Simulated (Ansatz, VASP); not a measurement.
# Ca8CO in VASP and in Ansatz

The input INCAR:

```
SYSTEM = Ca8CO
PREC = Accurate
ENCUT = 520
EDIFF = 1E-7
ISMEAR = 0
SIGMA = 0.1
LREAL = .FALSE.
LASPH = .TRUE.
NELM = 100
ALGO = Normal
ISIF = 2
LWAVE = .FALSE.
LCHARG = .FALSE.
LDIPOL = .TRUE.
IDIPOL = 3
DIPOL = 0.5 0.5 0.284
GGA = PE
NBANDS = 56
```

Contents of KPOINTS:

```
Automatic mesh
0
G
  4 4 1
  0 0 0
```

The input POSCAR:

```
Ca8CO
1.0
    7.8132359319      0.0000000000      0.0000000000
    0.0000000000      7.8132359319      0.0000000000
    0.0000000000      0.0000000000     20.6093934330
Ca C O
8 1 1
Direct
    0.2500000000      0.2500000000      0.1940862555
    0.2500000000      0.7500000000      0.1940862555
    0.7500000000      0.2500000000      0.1940862555
    0.7500000000      0.7500000000      0.1940862555
    0.0000000000      0.0000000000      0.3206981057
    0.0000000000      0.5000000000      0.3206981057
    0.5000000000      0.0000000000      0.3206981057
    0.5000000000      0.5000000000      0.3206981057
    0.0554583257      0.7500000000      0.3905691577
    0.4445416743      0.7500000000      0.3905691577
```

Input for Ansatz:

```yaml
crystal:
  lattice:
    - [7.8132359319, 0.0, 0.0]
    - [0.0, 7.8132359319, 0.0]
    - [0.0, 0.0, 20.609393433]
  atoms:
    - { symbol: Ca, position: [0.25, 0.25, 0.1940862555] }
    - { symbol: Ca, position: [0.25, 0.75, 0.1940862555] }
    - { symbol: Ca, position: [0.75, 0.25, 0.1940862555] }
    - { symbol: Ca, position: [0.75, 0.75, 0.1940862555] }
    - { symbol: Ca, position: [0.0, 0.0, 0.3206981057] }
    - { symbol: Ca, position: [0.0, 0.5, 0.3206981057] }
    - { symbol: Ca, position: [0.5, 0.0, 0.3206981057] }
    - { symbol: Ca, position: [0.5, 0.5, 0.3206981057] }
    - { symbol: C, position: [0.0554583257, 0.75, 0.3905691577] }
    - { symbol: O, position: [0.4445416743, 0.75, 0.3905691577] }
basis:
  ecutwfc: 420
kpoints:
  mp_grid: { grid: [4, 4, 1] }
hamiltonian:
  xc: pbe
scf:
  occupations: { method: gaussian, width: 0.1 }
output:
  forces: true
  eigenvalues: true
efield:
  axis: 3
  dipole_correction: true
  ramp_width: 0.04
```

Alike in both runs: task single point; functional PBE; k mesh 4 × 4 × 1; occupations gaussian, width 0.1 eV; no spin polarisation.

|  | VASP | Ansatz |
| --- | --- | --- |
| version | VASP 6.6.1 | Ansatz 0.2.0 |
| potentials or method | VASP PAW PBE potentials, release 64 (Ca_sv, C, O), cutoff 520 eV | scalar-relativistic, plane waves, PAW |
| valence electrons in the cell | 90 | 90 |

```csv
,VASP,Ansatz,Ansatz less VASP
gap on the k mesh at the Fermi level (eV),none,none,-
rms of the force components (eV/Å),0.851,0.858,+0.0073
```

Atom by atom the forces differ by 0.009 eV/Å (rms over components). A gap of «none» marks a metal or a gap that the smearing closes.
